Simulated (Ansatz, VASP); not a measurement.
Zn2GeN in VASP and in Ansatz

```
Zn Ge N
1.0
     2.58484    1.49236    2.81178
    -2.58484    1.49236    2.81178
     0.00000   -2.98471    2.81178
Zn Ge N
2 1 1
Direct
  0.21884 0.21884 0.21884
  0.78116 0.78116 0.78116
  0.50000 0.50000 0.50000
  0.00000 0.00000 0.00000
```

Alike in both runs: functional PBE; k mesh 12 × 12 × 12; occupations gaussian, width 0.1 eV; no spin polarisation.

Ansatz relaxed the structure, and its values are those at the end. VASP's run is a single point on that final structure, the one shown.

|  | VASP | Ansatz |
| --- | --- | --- |
| version | VASP 6.6.1 | Ansatz 0.2.0 |
| potentials or method | VASP PAW PBE potentials, release 64 (Zn, Ge_d, N), cutoff 520 eV | scalar-relativistic, plane waves, PAW |
| valence electrons in the cell | 43 | 43 |

|  | VASP | Ansatz | Ansatz less VASP |
| --- | --- | --- | --- |
| gap on the k mesh at the Fermi level (eV) | none | none | - |
| pressure (GPa) | 0.4 | 0.0 | -0.44 |
| rms of the force components (eV/Å) | 0.036 | 0.001 | -0.0358 |

A gap of «none» marks a metal or a gap that the smearing closes. The functional is the same, so the differences come from potentials, cutoffs and numerics.
